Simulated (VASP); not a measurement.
Input of a VASP 6.6.1 run:

Contents of INCAR:

```
PREC = Accurate
ENCUT = 600
EDIFF = 1E-6
ISMEAR = 0
SIGMA = 0.1
LREAL = F
LASPH = T
NELM = 120
ALGO = Normal
ISIF = 2
LWAVE = F
LCHARG = T
GGA = PE
LELF = T
LVHAR = T
NBANDS = 16
GGA_COMPAT = F
```

Contents of KPOINTS:

```
Automatic mesh
0
Gamma
  16 16 16
```

Contents of POSCAR:

```
CdO
1.0
    0.0000000000      2.2979297605      2.2979297605
    2.2979297605      0.0000000000      2.2979297605
    2.2979297605      2.2979297605      0.0000000000
Cd O
1 1
Direct
    0.0000000000      0.0000000000      0.0000000000
    0.5000000000      0.5000000000      0.5000000000
```

Potentials or basis: VASP PAW PBE potentials, release 64 (Cd, O).

The run is started by

```bash
$ cat potpaw_PBE.64/Cd/POTCAR potpaw_PBE.64/O/POTCAR > POTCAR
$ mpirun -np 1 vasp_std > vasp.out
```

Task: What does it give for the band gap on the k mesh?

Result: Zero (bands 9 and 10 overlap by 0.30 eV).

Task: Estimate the pressure.

Result: 19.8 GPa.

Caveat: the cell stands under pressure; semilocal functionals underestimate gaps, so a narrow gap can read as zero.
